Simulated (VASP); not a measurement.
# BN: single point with PBEsol

The system is BN.

```xyz
2
Lattice="0.0000 1.7949 1.8130 1.7949 0.0000 1.8130 1.7949 1.7949 0.0000" Properties=species:S:1:pos:R:3 pbc="T T T"
N     0.8974    0.8974    0.9065
B     0.0000    0.0000    0.0000
```

```yaml
Program: VASP 6.6.1
Task: single point
Functional: PBEsol
Potentials_or_basis: VASP PAW PBE potentials, release 64 (N, B)
Cutoff: 600 eV
k_mesh: 11 × 11 × 11
Occupations: fermi-dirac, width 0.05 eV
Spin: no spin polarisation
Dipole_correction: no
Further_INCAR_settings: ALGO = Normal; EDIFF = 1e-06; NBANDS = 11
```

```
Pressure               : 1.6 GPa
Band gap on the k mesh : 4.31 eV, indirect (least direct gap 8.76 eV)
```

Stress tensor (GPa, compression positive):
```
 3.68  0.00  0.00
 0.00  3.68  0.00
 0.00  0.00 -2.56
```

Levels at points of the mesh, in eV from the valence-band top:
```
           k point  band 1  band 2  band 3  band 4  band 5  band 6  band 7  band 8
(0.00, 0.00, 0.00)  -20.41   -0.10    0.00    0.00    8.76    8.76    8.83   10.41
```

It took 12 s on 1 thread of Intel(R) Xeon(R) Platinum 8124M CPU @ 3.00GHz (Skylake/Cascade Lake) (shared host), peak memory 0.13 GiB.

Caveat: the PAW data sets were made with another functional, which shifts forces and pressure a little. A k mesh can miss the band edges.
